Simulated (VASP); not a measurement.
## TeAu4: single point with PBE

TeAu4:

```
Te Au
1.0
     4.75435    0.00000    0.00000
     0.00000    4.75435    0.00000
     0.00000    0.00000    4.75435
Te Au
1 4
Direct
  0.00000 0.00000 0.00000
  0.50000 0.50000 0.50000
  0.00000 0.50000 0.50000
  0.50000 0.00000 0.50000
  0.50000 0.50000 0.00000
```

| Quantity | Value |
| --- | --- |
| Program | VASP 6.6.1 |
| Task | single point |
| Functional | PBE |
| Potentials or basis | VASP PAW PBE potentials, release 64 (Te, Au) |
| Cutoff | 520 eV |
| k mesh | 4 × 4 × 4 |
| Occupations | gaussian, width 0.1 eV |
| Spin | no spin polarisation |

The pressure is 26.1 GPa and the band gap on the k mesh is zero (band 25 reaches 7.73 eV, above the bottom of band 26 at 6.59 eV).

Levels at points of the mesh, in eV from the Fermi level:
| k point | band 22 | band 23 | band 24 | band 25 | band 26 | band 27 | band 28 | band 29 |
| --- | --- | --- | --- | --- | --- | --- | --- | --- |
| (0.00, 0.00, 0.00) | -1.46 | -1.46 | -1.24 | -1.24 | 2.69 | 2.69 | 2.69 | 4.01 |
| (0.50, 0.00, 0.00) | -1.46 | -1.35 | -0.58 | -0.58 | 1.30 | 2.11 | 2.11 | 4.21 |
| (0.50, 0.50, 0.00) | -2.44 | -1.94 | -1.94 | 0.23 | 1.46 | 1.46 | 2.61 | 4.91 |
| (0.50, 0.50, 0.50) | -2.78 | -2.71 | -2.71 | -2.71 | -0.91 | -0.91 | -0.91 | 6.93 |

Run time: 32 s on 1 thread of AMD EPYC 9R45 (Zen 5), with other jobs on the host, peak memory 0.17 GiB.

Caveat: spin-orbit coupling is left out, which moves the levels of the heavy elements.
